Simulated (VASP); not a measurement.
## I: single point with PBE0

Crystal: I.

```xyz
1
Lattice="0.0000 2.3656 3.9098 2.1922 0.0000 3.9098 2.1922 2.3656 0.0000" Properties=species:S:1:pos:R:3 pbc="T T T"
I     0.0000    0.0000    0.0000
```

```
Program             : VASP 6.6.1
Task                : single point
Functional          : PBE0
Potentials or basis : VASP PAW PBE potentials, release 64 (I)
Cutoff              : 520 eV
k mesh              : 5 × 5 × 5
Occupations         : fermi-dirac, width 0.05 eV
Spin                : no spin polarisation
```

* Pressure: -1.2 GPa
* Band gap on the k mesh: zero (an odd number of electrons rules out a gap without spin polarisation)

Stress tensor (GPa, compression positive):
```
-2.54  0.00  0.00
 0.00 -1.55  0.00
 0.00  0.00  0.43
```

Levels at points of the mesh, in eV from the Fermi level:
| k point | band 1 | band 2 | band 3 | band 4 | band 5 | band 6 | band 7 | band 8 |
| --- | --- | --- | --- | --- | --- | --- | --- | --- |
| (0.00, 0.00, 0.00) | -15.01 | -2.10 | 2.09 | 2.47 | 6.23 | 9.33 | 10.04 | 14.20 |

It took 10 min on 1 thread of Intel(R) Xeon(R) Platinum 8259CL CPU @ 2.50GHz (Skylake/Cascade Lake), with other jobs on the host, peak memory 0.18 GiB.

Caveat: the k points lie up to 0.42 Å⁻¹ apart, too coarse for converged energies and pressures of a metal; the PAW data sets were made with another functional, which shifts forces and pressure a little; spin-orbit coupling is left out, which moves the levels of the heavy elements; an odd number of electrons without spin polarisation forces a metal; a magnetic or distorted state may lie lower.
